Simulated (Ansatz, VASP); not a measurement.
PtSe2: VASP beside Ansatz

```
CELL_PARAMETERS angstrom
3.72400 0.00000 0.00000
-1.86200 3.22508 0.00000
0.00000 0.00000 5.06200
ATOMIC_POSITIONS crystal
Pt 0.00000 0.00000 0.00000
Se 0.33333 0.66667 0.25920
Se 0.66667 0.33333 0.74080
```

Alike in both runs: functional PBE; k mesh 10 × 10 × 7; occupations fermi-dirac, width 0.05 eV; no spin polarisation.

Ansatz relaxed the structure, and its values are those at the end. VASP's run is a single point on that final structure, the one shown.

|  | VASP | Ansatz |
| --- | --- | --- |
| version | VASP 6.6.1 | Ansatz 0.2.0 |
| potentials or method | VASP PAW PBE potentials, release 64 (Pt, Se) | plane-wave PAW, scalar-relativistic |
| plane-wave cutoff (eV) | 520 | 420 |
| valence electrons in the cell | 22 | 50 |

|  | VASP | Ansatz | Ansatz less VASP |
| --- | --- | --- | --- |
| pressure (GPa) | 4.4 | 4.4 | +0.03 |
| rms of the force components (eV/Å) | 0.004 | 0.001 | -0.0024 |

VASP's potentials hold 22 valence electrons a cell and Ansatz's 50, so a difference there can come from the potentials and not from the codes. Ansatz's warnings: stress scf threshold loose.

Neither program's run includes spin-orbit coupling.
